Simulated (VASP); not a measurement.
# KF (P4/mmm) in VASP: further runs

The runs below take KF through single point, with PBE.

Everything below comes from runs of VASP 6.6.1. Logs are shortened: lines on timing, memory, paths and dates and some standing lists are left out, and cuts for length are marked.

### 1 The cell of the first run

It takes space group P4/mmm (No. 123, tetragonal). Conventional cell: a = 3.015 Å, b = 3.015 Å, c = 3.179 Å, α = 90.00°, β = 90.00°, γ = 90.00°. Within 3.5 Å of K (site symmetry 4/mmm) lie 8 F at 2.66 Å and 6 K at 3.01 to 3.18 Å. Within 3.5 Å of F (site symmetry 4/mmm) lie 8 K at 2.66 Å and 6 F at 3.01 to 3.18 Å.

### 2 Single point, PBE (biaxial xy strain -5.2%)

File INCAR:

```
SYSTEM = KF
PREC = Accurate ; ENCUT = 520
EDIFF = 1E-6 ; ISMEAR = -1
SIGMA = 0.02 ; LREAL = .False.
LASPH = .True. ; NELM = 100
ALGO = Normal ; ISIF = 2
LWAVE = .False. ; LCHARG = .False.
GGA = PE ; NBANDS = 15
```

File KPOINTS:

```
Automatic mesh
0
Gamma
  8 8 8
  0 0 0
```

File POSCAR:

```
KF
1.0
    3.0145231249      0.0000000000      0.0000000000
    0.0000000000      3.0145231249      0.0000000000
    0.0000000000      0.0000000000      3.1788707423
K F
1 1
Direct
    0.0000000000      0.0000000000      0.0000000000
    0.5000000000      0.5000000000      0.5000000000
```

Potentials or basis: VASP PAW PBE potentials, release 64 (K_sv, F).

Run with:

```console
$ cat potpaw_PBE.64/K_sv/POTCAR potpaw_PBE.64/F/POTCAR > POTCAR
$ mpirun -np 1 vasp_std > vasp.out
```

OUTCAR:

```text
SYSTEM = KF
   PREC = Accurate
   ENCUT = 520
   EDIFF = 1E-6
   ISMEAR = -1
   LREAL = .False.
   LASPH = .True.
   NELM = 100
   ISIF = 2
   GGA = PE

 ion  position               nearest neighbor table
   1  0.000  0.000  0.000-   2 2.66   2 2.66   2 2.66   2 2.66   2 2.66   2 2.66   2 2.66   2 2.66

   2  0.500  0.500  0.500-   1 2.66   1 2.66   1 2.66   1 2.66   1 2.66   1 2.66   1 2.66   1 2.66

  LATTYP: Found a simple tetragonal cell.
 ALAT       =     3.0145231249
 C/A-ratio  =     1.0545186123

  Lattice vectors:

 A1 = (   3.0145231249,   0.0000000000,   0.0000000000)
 A2 = (   0.0000000000,   3.0145231249,   0.0000000000)
 A3 = (   0.0000000000,   0.0000000000,   3.1788707423)

Analysis of symmetry for initial positions (statically):
=====================================================================
 Subroutine PRICEL returns:
 Original cell was already a primitive cell.

 Routine SETGRP: Setting up the symmetry group for a
 simple tetragonal supercell.

 Subroutine GETGRP returns: Found 16 space group operations
 (whereof 16 operations were pure point group operations)
 out of a pool of 16 trial point group operations.

The static configuration has the point symmetry D_4h.

Analysis of symmetry for dynamics (positions and initial velocities):
=====================================================================
 Subroutine PRICEL returns:
 Original cell was already a primitive cell.

 Routine SETGRP: Setting up the symmetry group for a
 simple tetragonal supercell.

 Subroutine GETGRP returns: Found 16 space group operations
 (whereof 16 operations were pure point group operations)
 out of a pool of 16 trial point group operations.

The dynamic configuration has the point symmetry D_4h.

 Subroutine INISYM returns: Found 16 space group operations
 (whereof 16 operations are pure point group operations),
 and found     1 'primitive' translations

----------------------------------------------------------------------------------------

                                     Primitive cell

  volume of cell :      28.8875

  direct lattice vectors                    reciprocal lattice vectors
     3.014523125  0.000000000  0.000000000     0.331727427  0.000000000  0.000000000
     0.000000000  3.014523125  0.000000000     0.000000000  0.331727427  0.000000000
     0.000000000  0.000000000  3.178870742     0.000000000  0.000000000  0.314577119

  length of vectors
[... 92 lines left out ...]
   PSTRESS=    0.0 pullay stress
   NELECT =      16.0000    total number of electrons
   NUPDOWN=      -1.0000    fix difference up-down
   EMIN   =  10.00;   EMAX   =-10.00  energy-range for DOS
   EFERMI =   0.00;   METHOD = LEGACY
   ISMEAR =    -1;   SIGMA  =   0.02  broadening in eV -4-tet -1-fermi 0-gaus
   EFERMI_NEDOS =   21; number of points for ismear=-14 and -15
   IALGO  =     38    algorithm
   IMIX   =      4    mixing-type and parameters
     AMIX     =   0.40;   BMIX     =  1.00
     AMIX_MAG =   1.60;   BMIX_MAG =  1.00
  volume/ion in A,a.u.               =      14.44        97.47
  Fermi-wavevector in a.u.,A,eV,Ry     =   1.344450  2.540643 24.593169  1.807547
  Thomas-Fermi vector in A             =   2.472443
   LORBIT       =      0    0 simple, 1 ext, 2 COOP (PROOUT), +10 PAW based schemes
   GGA     = PE    functional components
   LHFCALC =     F    Hartree Fock is set to
   AEXX    =    0.0000 exact exchange contribution
   IVDW    =     0    specifies the selected vdW correction
   LEPSILON=     F    determine dielectric tensor
   LRPA    =     F    only Hartree local field effects (RPA)
 non-spin polarized calculation
  energy-cutoff  :      520.00
  volume of cell :       28.89
 maximum number of plane-waves:       804
 NGX is ok and might be reduce to    24
   NGX = 11   NGY = 11   NGZ = 11

 number of electron      15.9999996 magnetization

 Free energy of the ion-electron system (eV)
  ---------------------------------------------------
  ext. energy  EPLUGINS =         0.00000000
  ---------------------------------------------------
  free energy    TOTEN  =        -7.92580126 eV

  energy without entropy =       -7.92580126  energy(sigma->0) =       -7.92580126

 E-fermi :  -0.8951     XC(G=0):  -9.9359

 val. band max:       -1.3098818057   @ k =   0.5000   0.0000   0.5000
 cond. band min:       6.2652591946   @ k =   0.0000   0.0000   0.0000
 fundamental gap:      7.5751410003
 Fermi energy:        -0.8951018368

 k-point     1 :       0.0000    0.0000    0.0000
  band No.  band energies     occupation
      1     -28.0923      2.00000
      2     -20.4465      2.00000
      3     -10.9689      2.00000
      4     -10.7588      2.00000
      5     -10.7588      2.00000
      6      -1.5143      2.00000
      7      -1.3201      2.00000
      8      -1.3201      2.00000
      9       6.2653      0.00000
     10       7.0132      0.00000
     11       7.1222      0.00000
     12      13.4455      0.00000
     13      13.4455      0.00000
     14      13.8520      0.00000
[... 401 lines left out ...]
      2     -20.4996      2.00000
      3     -11.9508      2.00000
      4     -10.8950      2.00000
      5     -10.7746      2.00000
      6      -2.6503      2.00000
      7      -1.8581      2.00000
      8      -1.5287      2.00000
      9       8.8776      0.00000
     10       9.7867      0.00000
     11       9.8031      0.00000
     12      11.1165      0.00000
     13      12.8616      0.00000
     14      13.6327      0.00000
     15      17.7507      0.00000

 [... further k-points ...]

------------------------ aborting loop because EDIFF is reached ----------------------------------------

  FORCE on cell =-STRESS in cart. coord.  units (eV):
  Direction    XX          YY          ZZ          XY          YZ          ZX
  --------------------------------------------------------------------------------------
  -------------------------------------------------------------------------------------
  Total        2.0389495      2.0389495      1.0382226      0.0000000      0.0000000      0.0000000
  in kB      113.0855080    113.0855080     57.5825556      0.0000000      0.0000000      0.0000000
  external PRESSURE =      94.5845239 kB  Pullay stress =       0.0000000 kB

 VOLUME and BASIS-vectors are now :
 -----------------------------------------------------------------------------
  energy-cutoff  :      520.00
  volume of cell :       28.89
      direct lattice vectors                 reciprocal lattice vectors
     3.014523125  0.000000000  0.000000000     0.331727427  0.000000000  0.000000000
     0.000000000  3.014523125  0.000000000     0.000000000  0.331727427  0.000000000
     0.000000000  0.000000000  3.178870742     0.000000000  0.000000000  0.314577119

 POSITION                                       TOTAL-FORCE (eV/Angst)
 -----------------------------------------------------------------------------------
      0.00000      0.00000      0.00000         0.000000      0.000000      0.000000
      1.50726      1.50726      1.58944         0.000000      0.000000      0.000000
 -----------------------------------------------------------------------------------
    total drift:                                0.000000      0.000000     -0.000000

  FREE ENERGIE OF THE ION-ELECTRON SYSTEM (eV)
  ---------------------------------------------------
  free  energy   TOTEN  =        -7.9258012629 eV

  energy  without entropy=       -7.9258012629  energy(sigma->0) =       -7.92580126
```

Wall time 7.8 s (1 thread of Intel Xeon 6975P-C (Granite Rapids), shared host); peak memory 0.15 GiB.

Results:

```yaml
Free_energy: -7.9258 eV
Pressure: 9.5 GPa
Band_gap_on_the_k_mesh: 7.58 eV, indirect (least direct gap 7.59 eV)
```

Caveat: the cell differs from its parent crystal (biaxial xy strain -5.2%). A k mesh can miss the band edges.

### 3 Single point, PBE (uniaxial z strain -5.3%)

File INCAR:

```
PREC = Accurate ; ENCUT = 520
EDIFF = 1E-6 ; ISMEAR = -1
SIGMA = 0.02 ; LREAL = F
LASPH = T ; NELM = 60
ALGO = Normal ; ISIF = 2
LWAVE = F ; LCHARG = F
GGA = PE ; NBANDS = 15
```

File KPOINTS:

```
regular mesh
0
Gamma
  8 8 8
```

File POSCAR:

```
KF
1.0
    3.1788707423      0.0000000000      0.0000000000
    0.0000000000      3.1788707423      0.0000000000
    0.0000000000      0.0000000000      3.0100727058
K F
1 1
Direct
    0.0000000000      0.0000000000      0.0000000000
    0.5000000000      0.5000000000      0.5000000000
```

Potentials or basis: VASP PAW PBE potentials, release 64 (K_sv, F).

Run with:

```console
$ cat potpaw_PBE.64/K_sv/POTCAR potpaw_PBE.64/F/POTCAR > POTCAR
$ mpirun -np 1 vasp_std > vasp.out
```

It took 7.7 s on 1 thread of Intel Xeon 6975P-C (Granite Rapids), shared host; peak memory 0.15 GiB.

It converged, with:

| Property | Result |
| --- | --- |
| Free energy | -7.9998 eV |
| Pressure | 6.0 GPa |
| Band gap on the k mesh | 7.07 eV, indirect (least direct gap 7.09 eV) |

Stress tensor (GPa, compression positive):
```
4.12 0.00 0.00
0.00 4.12 0.00
0.00 0.00 9.66
```

Levels at points of the mesh, in eV from the valence-band top:
```csv
k point,band 5,band 6,band 7,band 8,band 9,band 10,band 11,band 12
"(0.00, 0.00, 0.00)",-9.63,-0.23,-0.23,-0.02,7.07,8.18,8.34,14.18
"(0.50, 0.00, 0.00)",-9.50,-1.55,-0.46,-0.17,9.27,9.94,11.95,12.96
"(0.50, 0.50, 0.00)",-9.41,-0.76,-0.76,0.00,8.99,9.11,12.69,12.69
"(0.00, 0.00, 0.50)",-9.62,-1.58,-0.41,-0.41,9.56,10.39,12.26,12.54
"(0.50, 0.00, 0.50)",-9.52,-0.84,-0.74,-0.20,8.47,9.37,11.79,12.23
"(0.50, 0.50, 0.50)",-10.43,-1.46,-1.40,-1.40,10.65,10.65,11.31,16.18
```

Caveat: the cell differs from its parent crystal (uniaxial z strain -5.3%).

### 4 Single point, PBE (epitaxial xy strain +2.7%)

File INCAR:

```
SYSTEM = KF
PREC = Accurate ; ENCUT = 520
EDIFF = 1E-7 ; ISMEAR = -1
SIGMA = 0.02 ; LREAL = .False.
LASPH = .True. ; NELM = 60
ALGO = Normal ; ISIF = 2
LWAVE = .False. ; LCHARG = .False.
GGA = PE ; NBANDS = 15
```

File KPOINTS:

```
regular mesh
0
Gamma
  8 8 8
  0 0 0
```

File POSCAR:

```
KF
1.0
    3.2634287040      0.0000000000      0.0000000000
    0.0000000000      3.2634287040      0.0000000000
    0.0000000000      0.0000000000      3.1645678712
K F
1 1
Direct
    0.0000000000      0.0000000000      0.0000000000
    0.5000000000      0.5000000000      0.5000000000
```

Run with:

```console
$ cat potpaw_PBE.64/K_sv/POTCAR potpaw_PBE.64/F/POTCAR > POTCAR
$ mpirun -np 1 vasp_std > vasp.out
```

Run time: 8 s. Hardware: 1 thread of Intel Xeon 6975P-C (Granite Rapids), shared host; peak memory 0.16 GiB.

Results (log left out):

| Item | Value |
| --- | --- |
| Free energy | -8.0839 eV |
| Pressure | 0.9 GPa |
| Band gap on the k mesh | 6.36 eV, indirect (least direct gap 6.41 eV) |

Stress tensor (GPa, compression positive):
```
0.04 0.00 0.00
0.00 0.04 0.00
0.00 0.00 2.75
```

Levels at points of the mesh, in eV from the valence-band top:
```
           k point  band 6  band 7  band 8  band 9  band 10  band 11
(0.00, 0.00, 0.00)   -0.15   -0.15   -0.04    6.36     8.21     8.28
(0.50, 0.00, 0.00)   -1.32   -0.30   -0.15    9.18     9.40    11.00
(0.50, 0.50, 0.00)   -0.69   -0.69    0.00    8.63     8.89    12.12
(0.00, 0.00, 0.50)   -1.33   -0.27   -0.27    9.36     9.62    11.15
(0.50, 0.00, 0.50)   -0.72   -0.67   -0.10    8.37     9.05    11.66
(0.50, 0.50, 0.50)   -1.16   -1.14   -1.14   10.35    10.35    10.70
```

Caveat: the cell differs from its parent crystal (epitaxial xy strain +2.7%). A k mesh can miss the band edges.

### 5 Summary

```csv
cell,gap on the mesh (eV),pressure (GPa)
"a = 3.015, b = 3.015, c = 3.179 Å, 2 atoms",7.58,9.5
"a = 3.179, b = 3.179, c = 3.010 Å, 2 atoms",7.07,6.0
"a = 3.263, b = 3.263, c = 3.165 Å, 2 atoms",6.36,0.9
```

Alike in all rows: task single point; level PBE; potentials or basis VASP PAW PBE potentials, release 64 (K_sv, F); no spin polarisation; k mesh 8 × 8 × 8; cutoff (eV) 520; smearing fermi-dirac 0.02 eV.

Absolute energies hang on the potentials; compare differences alone.
